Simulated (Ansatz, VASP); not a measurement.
Two plane-wave programs on As

```xyz
2
Lattice="3.7860 0.0000 0.0000 -1.8930 3.2788 0.0000 0.0000 0.0000 28.0000" Properties=species:S:1:pos:R:3 pbc="T T T"
As    0.0000    2.1858   14.4470
As    1.8930    1.0929   13.5530
```

Alike in both runs: task single point; functional PBE; k mesh 9 × 9 × 1; occupations gaussian, width 0.02 eV; no spin polarisation.

|  | VASP | Ansatz |
| --- | --- | --- |
| version | VASP 6.6.1 | Ansatz 0.2.0 |
| potentials or method | VASP PAW PBE potentials, release 64 (As), cutoff 520 eV | scalar-relativistic, plane waves, PAW |
| valence electrons in the cell | 10 | 30 |

```tsv
	VASP	Ansatz	Ansatz less VASP
gap on the k mesh at the Fermi level (eV)	none	none	-
rms of the force components (eV/Å)	1.582	1.547	-0.0358
```

Atom by atom the forces differ by 0.036 eV/Å (rms over components). A gap of «none» marks a metal or a gap that the smearing closes. VASP's potentials hold 10 valence electrons a cell and Ansatz's 30, so a difference there can come from the potentials and not from the codes.
